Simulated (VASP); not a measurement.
# NiSb (P6_3/mmc) in VASP: further runs

NiSb is run at these levels: PBE, BLYP, PBEsol+U, RPBE+D3(BJ); tasks: single point.

Program: VASP 6.6.1. These are calculated values, not measurements. Logs are shortened: lines on timing, memory, paths and dates and some standing lists are left out, and cuts for length are marked.

### 1 The cell of the first run

Symmetry: P6_3/mmc, No. 194, hexagonal system. The conventional cell has a = 3.940 Å, b = 3.940 Å, c = 5.140 Å, α = 90.00°, β = 90.00°, γ = 120.00°. Ni (site symmetry -3m) has 2 Ni at 2.57 Å and 6 Sb at 2.61 Å within 3.4 Å. Within 3.5 Å of Sb (site symmetry -6m2) lie 6 Ni at 2.61 Å and 6 Sb at 3.43 Å.

### 2 Single point, PBE

Contents of INCAR:

```
  PREC = Accurate
  ENCUT = 600
  EDIFF = 1E-6
  ISMEAR = 0
  SIGMA = 0.1
  LREAL = F
  LASPH = T
  NELM = 120
  ALGO = Normal
  ISIF = 2
  LWAVE = F
  LCHARG = F
  GGA = PE
  NBANDS = 23
  GGA_COMPAT = F
```

Contents of KPOINTS:

```
Automatic mesh
0
Gamma
  3 3 2
```

Contents of POSCAR:

```
NiSb
1.0
    3.9399999606      0.0000000000      0.0000000000
   -1.9699999803      3.4121400568      0.0000000000
    0.0000000000      0.0000000000      5.1400000000
Ni Sb
2 2
Direct
    0.0000000000      0.0000000000      0.0000000000
    0.0000000000      0.0000000000      0.5000000000
    0.3333333333      0.6666666667      0.2500000000
    0.6666666667      0.3333333333      0.7500000000
```

Potentials or basis: VASP PAW PBE potentials, release 64 (Ni, Sb).

Command:

```bash
cat potpaw_PBE.64/Ni/POTCAR potpaw_PBE.64/Sb/POTCAR > POTCAR
mpirun -np 1 vasp_std > vasp.out
```

OUTCAR:

```text
PREC = Accurate
   ENCUT = 600
   EDIFF = 1E-6
   ISMEAR = 0
   LREAL = F
   LASPH = T
   NELM = 120
   ISIF = 2
   GGA = PE

 ion  position               nearest neighbor table
   1  0.000  0.000  0.000-   2 2.57   2 2.57   4 2.61   3 2.61   4 2.61   3 2.61   4 2.61   3 2.61

   2  0.000  0.000  0.500-   1 2.57   1 2.57   4 2.61   3 2.61   4 2.61   3 2.61   4 2.61   3 2.61

   3  0.333  0.667  0.250-   1 2.61   2 2.61   1 2.61   2 2.61   1 2.61   2 2.61   4 3.43   4 3.43
                             4 3.43   4 3.43   4 3.43   4 3.43
   4  0.667  0.333  0.750-   1 2.61   2 2.61   1 2.61   2 2.61   1 2.61   2 2.61   3 3.43   3 3.43
                             3 3.43   3 3.43   3 3.43   3 3.43

  LATTYP: Found a hexagonal cell.
 ALAT       =     3.9399999606
 C/A-ratio  =     1.3045685410

  Lattice vectors:

 A1 = (   3.9399999606,   0.0000000000,   0.0000000000)
 A2 = (  -1.9699999803,   3.4121400568,   0.0000000000)
 A3 = (   0.0000000000,   0.0000000000,   5.1400000000)

Analysis of symmetry for initial positions (statically):
=====================================================================
 Subroutine PRICEL returns:
 Original cell was already a primitive cell.

 Routine SETGRP: Setting up the symmetry group for a
 hexagonal supercell.

 Subroutine GETGRP returns: Found 24 space group operations
 (whereof 12 operations were pure point group operations)
 out of a pool of 24 trial point group operations.

The static configuration has the point symmetry D_3d.
 The point group associated with its full space group is D_6h.

Analysis of symmetry for dynamics (positions and initial velocities):
=====================================================================
 Subroutine PRICEL returns:
 Original cell was already a primitive cell.

 Routine SETGRP: Setting up the symmetry group for a
 hexagonal supercell.

 Subroutine GETGRP returns: Found 24 space group operations
 (whereof 12 operations were pure point group operations)
 out of a pool of 24 trial point group operations.

The dynamic configuration has the point symmetry D_3d.
 The point group associated with its full space group is D_6h.

 Subroutine INISYM returns: Found 24 space group operations
 (whereof 12 operations are pure point group operations),
 and found     1 'primitive' translations

[... 78 lines left out ...]
   NELM   =    120;   NELMIN=  2; NELMDL= -5     # of ELM steps
   EDIFF  = 0.1E-05   stopping-criterion for ELM
   LREAL  =      F    real-space projection
   EDIFFG = 0.1E-04   stopping-criterion for IOM
   NSW    =      0    number of steps for IOM
   IBRION =     -1    ionic relax: 0-MD 1-quasi-New 2-CG
   NFREE  =      0    steps in history (QN), initial steepest desc. (CG)
   ISIF   =      2    stress and relaxation
   ISYM   =      2    0-nonsym 1-usesym 2-fastsym
   POTIM  = 0.5000    time-step for ionic-motion
   TEBEG  =    0.0;   TEEND  =   0.0 temperature during run
   PSTRESS=    0.0 pullay stress
   NELECT =      30.0000    total number of electrons
   NUPDOWN=      -1.0000    fix difference up-down
   EMIN   =  10.00;   EMAX   =-10.00  energy-range for DOS
   EFERMI =   0.00;   METHOD = LEGACY
   ISMEAR =     0;   SIGMA  =   0.10  broadening in eV -4-tet -1-fermi 0-gaus
   EFERMI_NEDOS =   21; number of points for ismear=-14 and -15
   IALGO  =     38    algorithm
   IMIX   =      4    mixing-type and parameters
     AMIX     =   0.40;   BMIX     =  1.00
     AMIX_MAG =   1.60;   BMIX_MAG =  1.00
  volume/ion in A,a.u.               =      17.28       116.58
  Fermi-wavevector in a.u.,A,eV,Ry     =   1.239614  2.342531 20.907300  1.536643
  Thomas-Fermi vector in A             =   2.374090
   LORBIT       =      0    0 simple, 1 ext, 2 COOP (PROOUT), +10 PAW based schemes
   GGA     = PE    functional components
   LHFCALC =     F    Hartree Fock is set to
   AEXX    =    0.0000 exact exchange contribution
   IVDW    =     0    specifies the selected vdW correction
   LEPSILON=     F    determine dielectric tensor
   LRPA    =     F    only Hartree local field effects (RPA)
 non-spin polarized calculation
 Gauss-broadening in eV      SIGMA  =   0.10
  energy-cutoff  :      600.00
  volume of cell :       69.10
 maximum number of plane-waves:      2352
 NGX is ok and might be reduce to    32
   NGX = 15   NGY = 15   NGZ = 21

 number of electron      30.0000015 magnetization

 Free energy of the ion-electron system (eV)
  ---------------------------------------------------
  ext. energy  EPLUGINS =         0.00000000
  ---------------------------------------------------
  free energy    TOTEN  =       -20.06465402 eV

  energy without entropy =      -20.05119130  energy(sigma->0) =      -20.05792266

 E-fermi :  10.2629     XC(G=0): -11.4763

 val. band max:       10.1831223061   @ k =   0.3333  -0.0000   0.0000
 cond. band min:      10.4771481949   @ k =   0.3333  -0.0000   0.5000
 fundamental gap:      0.2940258888
 Fermi energy:        10.2629018384

 k-point     1 :       0.0000    0.0000    0.0000
  band No.  band energies     occupation
      1      -2.9860      2.00000
      2       1.5142      2.00000
      3       3.7266      2.00000
      4       6.0499      2.00000
      5       6.0499      2.00000
      6       6.8170      2.00000
[... 145 lines left out ...]
     22      17.6675      0.00000
     23      18.3482      0.00000

------------------------ aborting loop because EDIFF is reached ----------------------------------------

  FORCE on cell =-STRESS in cart. coord.  units (eV):
  Direction    XX          YY          ZZ          XY          YZ          ZX
  --------------------------------------------------------------------------------------
  -------------------------------------------------------------------------------------
  Total        1.5315461      1.5315461      3.1041018      0.0000000      0.0000000      0.0000000
  in kB       35.5103095     35.5103095     71.9714672      0.0000000      0.0000000      0.0000000
  external PRESSURE =      47.6640288 kB  Pullay stress =       0.0000000 kB

 VOLUME and BASIS-vectors are now :
 -----------------------------------------------------------------------------
  energy-cutoff  :      600.00
  volume of cell :       69.10
      direct lattice vectors                 reciprocal lattice vectors
     3.939999961  0.000000000  0.000000000     0.253807109  0.146535603  0.000000000
    -1.969999980  3.412140057  0.000000000     0.000000000  0.293071206  0.000000000
     0.000000000  0.000000000  5.140000000     0.000000000  0.000000000  0.194552529

 POSITION                                       TOTAL-FORCE (eV/Angst)
 -----------------------------------------------------------------------------------
      0.00000      0.00000      0.00000         0.000000      0.000000     -0.000000
      0.00000      0.00000      2.57000         0.000000      0.000000     -0.000000
     -0.00000      2.27476      1.28500        -0.000000      0.000000      0.000000
      1.97000      1.13738      3.85500         0.000000     -0.000000      0.000000
 -----------------------------------------------------------------------------------
    total drift:                                0.000000     -0.000000      0.000000

  FREE ENERGIE OF THE ION-ELECTRON SYSTEM (eV)
  ---------------------------------------------------
  free  energy   TOTEN  =       -20.0646540196 eV

  energy  without entropy=      -20.0511913021  energy(sigma->0) =      -20.05792266
```

stdout:

```text
POSCAR found type information on POSCAR NiSb
 POSCAR found :  2 types and       4 ions
 scaLAPACK will be used
 LDA part: xc-table for (Slater+PW92), standard interpolation
 POSCAR, INCAR and KPOINTS ok, starting setup
 FFT: planning ... GRIDC
 FFT: planning ... GRID_SOFT
 FFT: planning ... GRID
 WAVECAR not read
 entering main loop
```

Run time: 32 s. Hardware: 1 thread of AMD EPYC 7R43 (Zen 3), shared host; peak memory 0.16 GiB.

What came out:

- Free energy: -20.0647 eV
- Pressure: 4.8 GPa
- Band gap on the k mesh: zero (bands 15 and 16 overlap by 3.33 eV)

Stress tensor (GPa, compression positive):
```
3.55 0.00 0.00
0.00 3.55 0.00
0.00 0.00 7.20
```

Caveat: the k points lie up to 0.61 Å⁻¹ apart, too coarse for converged energies and pressures of a metal; spin-orbit coupling is left out, which moves the levels of the heavy elements. Spin polarisation is off, so any magnetic state and its effect on volume and gap are missing.

### 3 Single point, PBE

Contents of INCAR:

```
SYSTEM = NiSb
PREC = Accurate
ENCUT = 600
EDIFF = 1E-6
ISMEAR = 0
SIGMA = 0.1
LREAL = .False.
LASPH = .True.
NELM = 120
ALGO = Normal
ISIF = 2
LWAVE = .False.
LCHARG = .False.
GGA = PE
NBANDS = 23
GGA_COMPAT = .False.
```

Contents of KPOINTS:

```
regular mesh
0
Gamma
  3 3 2
  0 0 0
```

Contents of POSCAR:

```
NiSb
1.0
    3.9399999606      0.0000000000      0.0000000000
   -1.9699999803      3.4121400568      0.0000000000
    0.0000000000      0.0000000000      5.1400000000
Ni Sb
2 2
Direct
    0.5840000000      0.9490000000      0.8660000000
    0.5840000000      0.9490000000      1.3660000000
    0.9173333333      1.6156666667      1.1160000000
    1.2506666667      1.2823333333      1.6160000000
```

Potentials or basis: VASP PAW PBE potentials, release 64 (Ni, Sb).

Command:

```bash
cat potpaw_PBE.64/Ni/POTCAR potpaw_PBE.64/Sb/POTCAR > POTCAR
mpirun -np 1 vasp_std > vasp.out
```

OUTCAR:

```text
SYSTEM = NiSb
   PREC = Accurate
   ENCUT = 600
   EDIFF = 1E-6
   ISMEAR = 0
   LREAL = .False.
   LASPH = .True.
   NELM = 120
   ISIF = 2
   GGA = PE

 ion  position               nearest neighbor table
   1  0.584  0.949  0.866-   2 2.57   2 2.57   3 2.61   4 2.61   4 2.61   3 2.61   4 2.61   3 2.61

   2  0.584  0.949  0.366-   1 2.57   1 2.57   3 2.61   4 2.61   4 2.61   3 2.61   4 2.61   3 2.61

   3  0.917  0.616  0.116-   1 2.61   2 2.61   1 2.61   2 2.61   1 2.61   2 2.61   4 3.43   4 3.43
                             4 3.43   4 3.43   4 3.43   4 3.43
   4  0.251  0.282  0.616-   1 2.61   2 2.61   1 2.61   2 2.61   1 2.61   2 2.61   3 3.43   3 3.43
                             3 3.43   3 3.43   3 3.43   3 3.43

  LATTYP: Found a hexagonal cell.
 ALAT       =     3.9399999606
 C/A-ratio  =     1.3045685410

  Lattice vectors:

 A1 = (   3.9399999606,   0.0000000000,   0.0000000000)
 A2 = (  -1.9699999803,   3.4121400568,   0.0000000000)
 A3 = (   0.0000000000,   0.0000000000,   5.1400000000)

Analysis of symmetry for initial positions (statically):
=====================================================================
 Subroutine PRICEL returns:
 Original cell was already a primitive cell.

 Routine SETGRP: Setting up the symmetry group for a
 hexagonal supercell.

 Subroutine GETGRP returns: Found 24 space group operations
 (whereof  1 operations were pure point group operations)
 out of a pool of 24 trial point group operations.

The static configuration has the point symmetry C_1 .
 The point group associated with its full space group is D_6h.

Analysis of symmetry for dynamics (positions and initial velocities):
=====================================================================
 Subroutine PRICEL returns:
 Original cell was already a primitive cell.

 Routine SETGRP: Setting up the symmetry group for a
 hexagonal supercell.

 Subroutine GETGRP returns: Found 24 space group operations
 (whereof  1 operations were pure point group operations)
 out of a pool of 24 trial point group operations.

The dynamic configuration has the point symmetry C_1 .
 The point group associated with its full space group is D_6h.

 Subroutine INISYM returns: Found 24 space group operations
 (whereof  1 operations are pure point group operations),
 and found     1 'primitive' translations

----------------------------------------------------------------------------------------

                                     Primitive cell

  volume of cell :      69.1013

  direct lattice vectors                    reciprocal lattice vectors
     3.939999961  0.000000000  0.000000000     0.253807109  0.146535603  0.000000000
    -1.969999980  3.412140057  0.000000000     0.000000000  0.293071206  0.000000000
     0.000000000  0.000000000  5.140000000     0.000000000  0.000000000  0.194552529

  length of vectors
     3.939999961  3.939999961  5.140000000     0.293071206  0.293071206  0.194552529

  position of ions in fractional coordinates (direct lattice)
     0.584000000  0.949000000  0.866000000
     0.584000000  0.949000000  0.366000000
     0.917333333  0.615666667  0.116000000
     0.250666667  0.282333333  0.616000000

  ion indices of the primitive-cell ions
   primitive index   ion index
                 1           1
                 2           2
[... 25 lines left out ...]
 ===========================================

 Found      6 irreducible k-points:

 Following reciprocal coordinates:
            Coordinates               Weight
  0.000000  0.000000  0.000000      1.000000
  0.333333 -0.000000  0.000000      6.000000
  0.333333  0.333333  0.000000      2.000000
  0.000000  0.000000  0.500000      1.000000
  0.333333 -0.000000  0.500000      6.000000
  0.333333  0.333333  0.500000      2.000000
   k-points           NKPTS =      6   k-points in BZ     NKDIM =      6   number of bands    NBANDS=     23
   number of dos      NEDOS =    301   number of ions     NIONS =      4
   total plane-waves  NPLWV =  43008
   dimension x,y,z NGX =    32 NGY =   32 NGZ =   42
   dimension x,y,z NGXF=    64 NGYF=   64 NGZF=   84
   ions per type =               2   2
   NGX,Y,Z   is equivalent  to a cutoff of  13.50, 13.50, 13.58 a.u.
   NGXF,Y,Z  is equivalent  to a cutoff of  27.00, 27.00, 27.17 a.u.
 SYSTEM =  NiSb
   PREC   = accura    normal or accurate (medium, high low for compatibility)
   ISTART =      0    job   : 0-new  1-cont  2-samecut
   ICHARG =      2    charge: 1-file 2-atom 10-const
   ISPIN  =      1    spin polarized calculation?
   LNONCOLLINEAR =      F non collinear calculations
   LSORBIT =      F    spin-orbit coupling
   LASPH  =      T    aspherical Exc in radial PAW
   ENCUT  =  600.0 eV  44.10 Ry    6.64 a.u.   7.87  7.87 10.27*2*pi/ulx,y,z
   NELM   =    120;   NELMIN=  2; NELMDL= -5     # of ELM steps
   EDIFF  = 0.1E-05   stopping-criterion for ELM
   LREAL  =      F    real-space projection
   EDIFFG = 0.1E-04   stopping-criterion for IOM
   NSW    =      0    number of steps for IOM
   IBRION =     -1    ionic relax: 0-MD 1-quasi-New 2-CG
   NFREE  =      0    steps in history (QN), initial steepest desc. (CG)
   ISIF   =      2    stress and relaxation
   ISYM   =      2    0-nonsym 1-usesym 2-fastsym
   POTIM  = 0.5000    time-step for ionic-motion
   TEBEG  =    0.0;   TEEND  =   0.0 temperature during run
   PSTRESS=    0.0 pullay stress
   NELECT =      30.0000    total number of electrons
   NUPDOWN=      -1.0000    fix difference up-down
   EMIN   =  10.00;   EMAX   =-10.00  energy-range for DOS
   EFERMI =   0.00;   METHOD = LEGACY
   ISMEAR =     0;   SIGMA  =   0.10  broadening in eV -4-tet -1-fermi 0-gaus
   EFERMI_NEDOS =   21; number of points for ismear=-14 and -15
   IALGO  =     38    algorithm
   IMIX   =      4    mixing-type and parameters
     AMIX     =   0.40;   BMIX     =  1.00
     AMIX_MAG =   1.60;   BMIX_MAG =  1.00
  volume/ion in A,a.u.               =      17.28       116.58
  Fermi-wavevector in a.u.,A,eV,Ry     =   1.239614  2.342531 20.907300  1.536643
  Thomas-Fermi vector in A             =   2.374090
   LORBIT       =      0    0 simple, 1 ext, 2 COOP (PROOUT), +10 PAW based schemes
   GGA     = PE    functional components
   LHFCALC =     F    Hartree Fock is set to
   AEXX    =    0.0000 exact exchange contribution
   IVDW    =     0    specifies the selected vdW correction
   LEPSILON=     F    determine dielectric tensor
   LRPA    =     F    only Hartree local field effects (RPA)
 non-spin polarized calculation
 Gauss-broadening in eV      SIGMA  =   0.10
  energy-cutoff  :      600.00
  volume of cell :       69.10
 maximum number of plane-waves:      2352
 NGX is ok and might be reduce to    32
   NGX = 15   NGY = 15   NGZ = 21

 number of electron      29.9999995 magnetization

 Free energy of the ion-electron system (eV)
  ---------------------------------------------------
  ext. energy  EPLUGINS =         0.00000000
  ---------------------------------------------------
  free energy    TOTEN  =       -20.06463845 eV

  energy without entropy =      -20.05117578  energy(sigma->0) =      -20.05790711

 E-fermi :  10.2629     XC(G=0): -11.4763

 val. band max:       10.1831112724   @ k =   0.3333  -0.0000   0.0000
 cond. band min:      10.4771391170   @ k =   0.3333  -0.0000   0.5000
 fundamental gap:      0.2940278447
 Fermi energy:        10.2628909950

 k-point     1 :       0.0000    0.0000    0.0000
  band No.  band energies     occupation
      1      -2.9860      2.00000
      2       1.5142      2.00000
      3       3.7266      2.00000
      4       6.0499      2.00000
      5       6.0499      2.00000
      6       6.8170      2.00000
[... 145 lines left out ...]
     22      17.6675      0.00000
     23      18.3482      0.00000

------------------------ aborting loop because EDIFF is reached ----------------------------------------

  FORCE on cell =-STRESS in cart. coord.  units (eV):
  Direction    XX          YY          ZZ          XY          YZ          ZX
  --------------------------------------------------------------------------------------
  -------------------------------------------------------------------------------------
  Total        1.5323760      1.5323760      3.1061312      0.0000000     -0.0000000     -0.0000000
  in kB       35.5295532     35.5295532     72.0185193      0.0000000     -0.0000000     -0.0000000
  external PRESSURE =      47.6925419 kB  Pullay stress =       0.0000000 kB

 VOLUME and BASIS-vectors are now :
 -----------------------------------------------------------------------------
  energy-cutoff  :      600.00
  volume of cell :       69.10
      direct lattice vectors                 reciprocal lattice vectors
     3.939999961  0.000000000  0.000000000     0.253807109  0.146535603  0.000000000
    -1.969999980  3.412140057  0.000000000     0.000000000  0.293071206  0.000000000
     0.000000000  0.000000000  5.140000000     0.000000000  0.000000000  0.194552529

 POSITION                                       TOTAL-FORCE (eV/Angst)
 -----------------------------------------------------------------------------------
      0.43143      3.23812      4.45124         0.000000     -0.000000     -0.000000
      0.43143      3.23812      1.88124         0.000000     -0.000000     -0.000000
      2.40143      2.10074      0.59624         0.000000     -0.000000     -0.000000
      0.43143      0.96336      3.16624        -0.000000      0.000000      0.000000
 -----------------------------------------------------------------------------------
    total drift:                                0.000003      0.000010     -0.000068

  FREE ENERGIE OF THE ION-ELECTRON SYSTEM (eV)
  ---------------------------------------------------
  free  energy   TOTEN  =       -20.0646384456 eV

  energy  without entropy=      -20.0511757764  energy(sigma->0) =      -20.05790711
```

stdout:

```text
POSCAR found type information on POSCAR NiSb
 POSCAR found :  2 types and       4 ions
 scaLAPACK will be used
 LDA part: xc-table for (Slater+PW92), standard interpolation
 POSCAR, INCAR and KPOINTS ok, starting setup
 FFT: planning ... GRIDC
 FFT: planning ... GRID_SOFT
 FFT: planning ... GRID
 WAVECAR not read
 entering main loop
```

It took 33 s on 1 thread of AMD EPYC 7R43 (Zen 3), shared host; peak memory 0.16 GiB.

Results:

- Free energy: -20.0646 eV
- Pressure: 4.8 GPa
- Band gap on the k mesh: zero (bands 15 and 16 overlap by 3.33 eV)

Caveat: the k points lie up to 0.61 Å⁻¹ apart, too coarse for converged energies and pressures of a metal; spin-orbit coupling is left out, which moves the levels of the heavy elements.

(Part 1 of 2 ends here.)
